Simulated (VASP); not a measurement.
# SnSe4 (P6/mmm) in VASP: density of states with PBE

Aim: the density of states of SnSe4 with PBE.

Everything below comes from runs of VASP 6.6.1. Logs are shortened: lines on timing, memory, paths and dates and some standing lists are left out, and cuts for length are marked.

## Step 1: The cell of the first run

The structure is hexagonal, space group P6/mmm (No. 191). The conventional cell has a = 4.528 Å, b = 4.528 Å, c = 11.248 Å, α = 90.00°, β = 90.00°, γ = 120.00°. Within 3.1 Å of Sn (site symmetry 6/mmm) lie 2 Se at 2.33 Å. Within 3.4 Å of Se (site symmetry -6m2) lie 3 Se at 2.61 Å. Within 3.1 Å of Se (site symmetry 6mm) lie 1 Sn at 2.33 Å.

## Step 2: Density of states, PBE

File POSCAR:

```
SnSe4
1.0
    4.5284565784      0.0000000000      0.0000000000
   -2.2642282892      3.9217584368      0.0000000000
    0.0000000000      0.0000000000     11.2475703647
Sn Se
1 4
Direct
    0.0000000000      0.0000000000      0.5000000000
    0.3333333333      0.6666666667      0.0000000000
    0.6666666667      0.3333333333      0.0000000000
    0.0000000000      0.0000000000      0.7071662994
    0.0000000000      0.0000000000      0.2928337006
```

File INCAR.step1:

```
SYSTEM = SnSe4
PREC     = Accurate       ! precision mode
ENCUT    = 520            ! plane-wave cutoff, eV
EDIFF    = 1E-7           ! SCF threshold, eV
ISMEAR   = 0              ! smearing method
SIGMA    = 0.1            ! smearing width, eV
LREAL    = .False.        ! projectors in reciprocal space
LASPH    = .True.         ! aspherical terms in the spheres
NELM     = 80             ! most SCF steps
ALGO     = Normal         ! electronic algorithm
ISIF     = 2              ! what is computed and relaxed
LWAVE    = .False.        ! write WAVECAR
LCHARG   = .True.         ! write CHGCAR
GGA      = PE             ! functional
NBANDS   = 27             ! bands
```

File KPOINTS.step1:

```
regular mesh
0
Gamma
  12 12 4
  0 0 0
```

File INCAR.step2:

```
SYSTEM = SnSe4
PREC     = Accurate       ! precision mode
ENCUT    = 520            ! plane-wave cutoff, eV
EDIFF    = 1E-7           ! SCF threshold, eV
ISMEAR   = -5             ! smearing method
SIGMA    = 0.1            ! smearing width, eV
LREAL    = .False.        ! projectors in reciprocal space
LASPH    = .True.         ! aspherical terms in the spheres
NELM     = 80             ! most SCF steps
ALGO     = Normal         ! electronic algorithm
ISIF     = 2              ! what is computed and relaxed
LWAVE    = .False.        ! write WAVECAR
LCHARG   = .False.        ! write CHGCAR
GGA      = PE             ! functional
LORBIT   = 10             ! projections on sites
NEDOS    = 1001           ! points of the DOS
ICHARG   = 11             ! starting density
```

File KPOINTS.step2:

```
regular mesh
0
Gamma
  18 18 6
  0 0 0
```

Potentials or basis: VASP PAW PBE potentials, release 64 (Sn_d, Se).

Command:

```
$ cat potpaw_PBE.64/Sn_d/POTCAR potpaw_PBE.64/Se/POTCAR > POTCAR
$ cp INCAR.step1 INCAR
$ cp KPOINTS.step1 KPOINTS
$ mpirun -np 1 vasp_std > vasp.out
$ cp INCAR.step2 INCAR
$ cp KPOINTS.step2 KPOINTS
$ mpirun -np 1 vasp_std > vasp.out
```

OUTCAR:

```text
SYSTEM = SnSe4
   PREC = Accurate
   ENCUT = 520
   EDIFF = 1E-7
   ISMEAR = -5
   LREAL = .False.
   LASPH = .True.
   NELM = 80
   ISIF = 2
   GGA = PE
   LORBIT = 10
   ICHARG = 11

 ion  position               nearest neighbor table
   1  0.000  0.000  0.500-   4 2.33   5 2.33
   2  0.333  0.667  0.000-   3 2.61   3 2.61   3 2.61
   3  0.667  0.333  0.000-   2 2.61   2 2.61   2 2.61
   4  0.000  0.000  0.707-   1 2.33
   5  0.000  0.000  0.293-   1 2.33

  LATTYP: Found a hexagonal cell.
 ALAT       =     4.5284565784
 C/A-ratio  =     2.4837536079

  Lattice vectors:

 A1 = (   4.5284565784,   0.0000000000,   0.0000000000)
 A2 = (  -2.2642282892,   3.9217584368,   0.0000000000)
 A3 = (   0.0000000000,   0.0000000000,  11.2475703647)

Analysis of symmetry for initial positions (statically):
=====================================================================
 Subroutine PRICEL returns:
 Original cell was already a primitive cell.

 Routine SETGRP: Setting up the symmetry group for a
 hexagonal supercell.

 Subroutine GETGRP returns: Found 24 space group operations
 (whereof 24 operations were pure point group operations)
 out of a pool of 24 trial point group operations.

The static configuration has the point symmetry D_6h.

Analysis of symmetry for dynamics (positions and initial velocities):
=====================================================================
 Subroutine PRICEL returns:
 Original cell was already a primitive cell.

 Routine SETGRP: Setting up the symmetry group for a
 hexagonal supercell.

 Subroutine GETGRP returns: Found 24 space group operations
 (whereof 24 operations were pure point group operations)
 out of a pool of 24 trial point group operations.

The dynamic configuration has the point symmetry D_6h.

 Subroutine INISYM returns: Found 24 space group operations
 (whereof 24 operations are pure point group operations),
 and found     1 'primitive' translations

----------------------------------------------------------------------------------------

                                     Primitive cell

  volume of cell :     199.7514

  direct lattice vectors                    reciprocal lattice vectors
     4.528456578  0.000000000  0.000000000     0.220825790  0.127493829  0.000000000
    -2.264228289  3.921758437  0.000000000     0.000000000  0.254987658  0.000000000
     0.000000000  0.000000000 11.247570365     0.000000000  0.000000000  0.088908090

  length of vectors
     4.528456578  4.528456578 11.247570365     0.254987658  0.254987658  0.088908090

  position of ions in fractional coordinates (direct lattice)
     0.000000000  0.000000000  0.500000000
     0.333333333  0.666666667  0.000000000
     0.666666667  0.333333333  0.000000000
     0.000000000  0.000000000  0.707166299
     0.000000000  0.000000000  0.292833701

  ion indices of the primitive-cell ions
   primitive index   ion index
                 1           1
                 2           2
                 3           3
                 4           4
                 5           5

----------------------------------------------------------------------------------------

 KPOINTS: regular mesh

Automatic generation of k-mesh.
 Grid dimensions read from file:
 generate k-points for:   18   18    6

 Generating k-lattice:

  Cartesian coordinates                     Fractional coordinates (reciprocal lattice)
     0.012268099  0.007082991  0.000000000     0.055555556  0.000000000  0.000000000
     0.000000000  0.014165981  0.000000000     0.000000000  0.055555556  0.000000000
     0.000000000  0.000000000  0.014818015     0.000000000  0.000000000  0.166666667

  Length of vectors
     0.014165981  0.014165981  0.014818015

  Shift w.r.t. Gamma in fractional coordinates (k-lattice)
     0.000000000  0.000000000  0.000000000

 TETIRR: Found   1977 inequivalent tetrahedra from    11664

 Subroutine IBZKPT returns following result:
 ===========================================

 Found    148 irreducible k-points:

 Following reciprocal coordinates:
            Coordinates               Weight
  0.000000  0.000000  0.000000      1.000000
  0.055556  0.000000  0.000000      6.000000
  0.111111  0.000000  0.000000      6.000000
  0.166667  0.000000  0.000000      6.000000
  0.222222  0.000000  0.000000      6.000000
  0.277778  0.000000  0.000000      6.000000
[... 16 lines left out ...]
  0.333333  0.111111  0.000000     12.000000
  0.388889  0.111111  0.000000     12.000000
 [... further k-points ...]
   k-points           NKPTS =    148   k-points in BZ     NKDIM =    148   number of bands    NBANDS=     23
   number of dos      NEDOS =   1001   number of ions     NIONS =      5
   total plane-waves  NPLWV = 108864
   dimension x,y,z NGX =    36 NGY =   36 NGZ =   84
   dimension x,y,z NGXF=    72 NGYF=   72 NGZF=  168
   ions per type =               1   4
   NGX,Y,Z   is equivalent  to a cutoff of  13.22, 13.22, 12.42 a.u.
   NGXF,Y,Z  is equivalent  to a cutoff of  26.43, 26.43, 24.83 a.u.
 SYSTEM =  SnSe4
   PREC   = accura    normal or accurate (medium, high low for compatibility)
   ISTART =      0    job   : 0-new  1-cont  2-samecut
   ICHARG =     11    charge: 1-file 2-atom 10-const
   ISPIN  =      1    spin polarized calculation?
   LNONCOLLINEAR =      F non collinear calculations
   LSORBIT =      F    spin-orbit coupling
   LASPH  =      T    aspherical Exc in radial PAW
   ENCUT  =  520.0 eV  38.22 Ry    6.18 a.u.   8.42  8.42 20.91*2*pi/ulx,y,z
   NELM   =     80;   NELMIN=  2; NELMDL=  0     # of ELM steps
   EDIFF  = 0.1E-06   stopping-criterion for ELM
   LREAL  =      F    real-space projection
   EDIFFG = 0.1E-05   stopping-criterion for IOM
   NSW    =      0    number of steps for IOM
   IBRION =     -1    ionic relax: 0-MD 1-quasi-New 2-CG
   NFREE  =      0    steps in history (QN), initial steepest desc. (CG)
   ISIF   =      2    stress and relaxation
   ISYM   =      2    0-nonsym 1-usesym 2-fastsym
   POTIM  = 0.5000    time-step for ionic-motion
   TEBEG  =    0.0;   TEEND  =   0.0 temperature during run
   PSTRESS=    0.0 pullay stress
   NELECT =      38.0000    total number of electrons
   NUPDOWN=      -1.0000    fix difference up-down
   EMIN   =  10.00;   EMAX   =-10.00  energy-range for DOS
   EFERMI =   0.00;   METHOD = LEGACY
   ISMEAR =    -5;   SIGMA  =   0.10  broadening in eV -4-tet -1-fermi 0-gaus
   EFERMI_NEDOS =   21; number of points for ismear=-14 and -15
   IALGO  =     38    algorithm
   IMIX   =      4    mixing-type and parameters
     AMIX     =   0.40;   BMIX     =  1.00
     AMIX_MAG =   1.60;   BMIX_MAG =  1.00
  volume/ion in A,a.u.               =      39.95       269.60
  Fermi-wavevector in a.u.,A,eV,Ry     =   0.941541  1.779255 12.061569  0.886500
  Thomas-Fermi vector in A             =   2.069063
   LORBIT       =     10    0 simple, 1 ext, 2 COOP (PROOUT), +10 PAW based schemes
   GGA     = PE    functional components
   LHFCALC =     F    Hartree Fock is set to
   AEXX    =    0.0000 exact exchange contribution
   IVDW    =     0    specifies the selected vdW correction
   LEPSILON=     F    determine dielectric tensor
   LRPA    =     F    only Hartree local field effects (RPA)
 non-spin polarized calculation
 Fermi weights with tetrahedron method with Bloechl corrections
  energy-cutoff  :      520.00
  volume of cell :      199.75
 maximum number of plane-waves:      5435
 NGX is ok and might be reduce to    36

 number of electron      38.0000004 magnetization

 Free energy of the ion-electron system (eV)
  ---------------------------------------------------
  ext. energy  EPLUGINS =         0.00000000
  ---------------------------------------------------
  free energy    TOTEN  =       -15.54324686 eV

  energy without entropy =      -15.54324686  energy(sigma->0) =      -15.54324686

 E-fermi :   0.7353     XC(G=0):  -7.3788

 val. band max:        0.7383745454   @ k =   0.3889   0.2222   0.1667
 cond. band min:       0.7176849364   @ k =   0.1667   0.1111   0.1667
 fundamental gap:     -0.0206896090
 Fermi energy:         0.7353059936

 k-point     1 :       0.0000    0.0000    0.0000
  band No.  band energies     occupation
      1     -21.3048      2.00000
      2     -21.1968      2.00000
      3     -21.1968      2.00000
      4     -21.0574      2.00000
      5     -21.0574      2.00000
      6     -14.3433      2.00000
[... 15 lines left out ...]
     22       1.5216      0.00000
     23       4.0188      0.00000

 k-point     2 :       0.0556    0.0000    0.0000
  band No.  band energies     occupation
      1     -21.3048      2.00000
      2     -21.1968      2.00000
      3     -21.1967      2.00000
      4     -21.0574      2.00000
      5     -21.0574      2.00000
      6     -14.3226      2.00000
[... 15 lines left out ...]
     22       1.5804      0.00000
     23       3.9134      0.00000

 k-point     3 :       0.1111    0.0000    0.0000
  band No.  band energies     occupation
      1     -21.3046      2.00000
      2     -21.1968      2.00000
      3     -21.1962      2.00000
      4     -21.0576      2.00000
      5     -21.0574      2.00000
      6     -14.2608      2.00000
[... 15 lines left out ...]
     22       1.7118      0.00000
     23       3.6132      0.00000
[... 495 lines left out ...]
 k-point    23 :       0.3333    0.1111    0.0000
  band No.  band energies     occupation
      1     -21.3028      2.00000
      2     -21.1963      2.00000
      3     -21.1924      2.00000
      4     -21.0591      2.00000
      5     -21.0580      2.00000
      6     -13.3843      2.00000
[... 15 lines left out ...]
     22       2.4058      0.00000
     23       3.2130      0.00000

 k-point    24 :       0.3889    0.1111    0.0000
  band No.  band energies     occupation
      1     -21.3027      2.00000
      2     -21.1963      2.00000
      3     -21.1920      2.00000
      4     -21.0593      2.00000
      5     -21.0580      2.00000
      6     -13.2029      2.00000
[... 15 lines left out ...]
     22       2.3401      0.00000
     23       3.1791      0.00000

 [... further k-points ...]

------------------------ aborting loop because EDIFF is reached ----------------------------------------

  FORCE on cell =-STRESS in cart. coord.  units (eV):
  Direction    XX          YY          ZZ          XY          YZ          ZX
  --------------------------------------------------------------------------------------
  -------------------------------------------------------------------------------------
  Total       -0.0229738     -0.0229738     -0.3638723      0.0000000      0.0000000     -0.0000000
  in kB       -0.1842696     -0.1842696     -2.9185682      0.0000000      0.0000000     -0.0000000
  external PRESSURE =      -1.0957025 kB  Pullay stress =       0.0000000 kB

 VOLUME and BASIS-vectors are now :
 -----------------------------------------------------------------------------
  energy-cutoff  :      520.00
  volume of cell :      199.75
      direct lattice vectors                 reciprocal lattice vectors
     4.528456578  0.000000000  0.000000000     0.220825790  0.127493829  0.000000000
    -2.264228289  3.921758437  0.000000000     0.000000000  0.254987658  0.000000000
     0.000000000  0.000000000 11.247570365     0.000000000  0.000000000  0.088908090

 POSITION                                       TOTAL-FORCE (eV/Angst)
 -----------------------------------------------------------------------------------
      0.00000      0.00000      5.62379        -0.000000      0.000000      0.000000
     -0.00000      2.61451      0.00000         0.000000      0.000000      0.000000
      2.26423      1.30725      0.00000        -0.000000      0.000000      0.000000
      0.00000      0.00000      7.95390        -0.000000      0.000000     -0.006384
      0.00000      0.00000      3.29367        -0.000000     -0.000000      0.006384
 -----------------------------------------------------------------------------------
    total drift:                                0.000000      0.000000      0.000000

  FREE ENERGIE OF THE ION-ELECTRON SYSTEM (eV)
  ---------------------------------------------------
  free  energy   TOTEN  =       -15.5432468612 eV

  energy  without entropy=      -15.5432468612  energy(sigma->0) =      -15.54324686

 total charge

# of ion       s       p       d       tot
------------------------------------------
    1        1.184   1.114  10.020  12.318
    2        1.523   2.100   0.035   3.659
    3        1.523   2.100   0.035   3.659
    4        1.491   2.250   0.024   3.765
    5        1.491   2.250   0.024   3.765
--------------------------------------------------
tot          7.213   9.813  10.139  27.165
```

Run time: 4.6 min. Hardware: 1 thread of Intel Xeon 6975P-C (Granite Rapids), shared host; peak memory 0.76 GiB.

What came out:

| Item | Value |
| --- | --- |
| Valence electrons inside the program's atomic spheres | Sn 12.32; Se 3.66, 3.77 |

Levels at points of the mesh, in eV from the Fermi level:
```
           k point  band 16  band 17  band 18  band 19  band 20  band 21  band 22  band 23
(0.00, 0.00, 0.00)    -1.12    -0.39    -0.39     0.08     0.08     0.69     0.79     3.28
(0.50, 0.00, 0.00)    -1.42    -1.23    -1.07    -0.65     0.99     1.38     1.55     2.69
(0.00, 0.00, 0.50)    -1.10    -0.47    -0.47     0.15     0.15     0.69     1.15     3.25
(0.50, 0.00, 0.50)    -1.55    -1.43    -1.18    -0.63     1.16     1.37     1.54     2.66
```

Caveat: spin-orbit coupling is left out, which moves the levels of the heavy elements; this functional lacks dispersion, which binds the layers, so the pressure and a relaxed spacing across them are unreliable; tetrahedron occupations give inexact forces and stress in metals.
